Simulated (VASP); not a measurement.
## KCl: single point with LDA

The system is KCl.

```
K Cl
1.0
     0.00000    3.03837    3.03837
     3.03837    0.00000    3.03837
     3.03837    3.03837    0.00000
K Cl
1 1
Cartesian
  0.0000 0.0000 0.0000
  3.0384 3.0384 3.0384
```

```yaml
Program: VASP 6.6.1
Task: single point
Functional: LDA
Potentials_or_basis: VASP PAW LDA potentials, release 64 (K_sv, Cl)
Cutoff: 520 eV
k_mesh: 6 × 6 × 6
Occupations: fermi-dirac, width 0.02 eV
Spin: no spin polarisation
```

```yaml
Pressure: 0.1 GPa
Band_gap_on_the_k_mesh: 5.11 eV
```

Levels at points of the mesh, in eV from the valence-band top:
```csv
k point,band 6,band 7,band 8,band 9,band 10,band 11
"(0.00, 0.00, 0.00)",0.00,0.00,0.00,5.11,8.11,8.11
"(0.50, 0.00, 0.00)",-1.34,-0.45,-0.45,7.48,8.66,10.61
"(0.50, 0.50, 0.00)",-0.76,-0.25,-0.25,6.04,8.46,10.23
```

Wall time 12 s on 1 thread of Intel(R) Xeon(R) Platinum 8488C (Sapphire Rapids) (shared host), peak memory 0.15 GiB.
